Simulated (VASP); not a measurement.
## Ga4SbAs3: single point with PBE

The system is Ga4SbAs3.

```
CELL_PARAMETERS angstrom
5.86765 0.00000 0.00000
0.00000 5.86765 0.00000
0.00000 0.00000 5.86765
ATOMIC_POSITIONS crystal
Ga 0.24179 0.75821 0.75821
Ga 0.24179 0.24179 0.24179
Ga 0.75821 0.75821 0.24179
Ga 0.75821 0.24179 0.75821
Sb 0.50000 0.50000 0.50000
As 0.00000 0.50000 0.00000
As 0.00000 0.00000 0.50000
As 0.50000 0.00000 0.00000
```

* Program: VASP 6.6.1
* Task: single point
* Functional: PBE
* Potentials or basis: VASP PAW PBE potentials, release 64 (Ga_d, Sb, As)
* Cutoff: 520 eV
* k mesh: 4 × 4 × 4
* Occupations: gaussian, width 0.1 eV
* Spin: no spin polarisation

- Pressure: 0.2 GPa
- Largest force: 0.006 eV/Å
- Band gap on the k mesh: zero (filled and empty bands touch)

Forces on the atoms (eV/Å):
```
Ga  -0.004  0.004  0.004
Ga  -0.004 -0.004 -0.004
Ga   0.004  0.004 -0.004
Ga   0.004 -0.004  0.004
Sb   0.000  0.000  0.000
As   0.000  0.000  0.000
As   0.000  0.000  0.000
As   0.000  0.000  0.000
```

Levels at points of the mesh, in eV from the Fermi level:
```tsv
k point	band 34	band 35	band 36	band 37	band 38	band 39
(0.00, 0.00, 0.00)	-0.23	-0.03	-0.03	-0.03	1.39	1.39
(0.50, 0.00, 0.00)	-1.84	-1.41	-1.41	1.62	1.80	2.65
(0.50, 0.50, 0.00)	-1.32	-0.98	-0.98	2.09	2.09	2.44
(0.50, 0.50, 0.50)	-0.78	-0.78	-0.78	0.41	0.41	0.41
```

Wall time 53 s on 1 thread of Intel(R) Xeon(R) 6975P-C (Granite Rapids) (shared host), peak memory 0.37 GiB.

Caveat: spin-orbit coupling is left out, which moves the levels of the heavy elements.
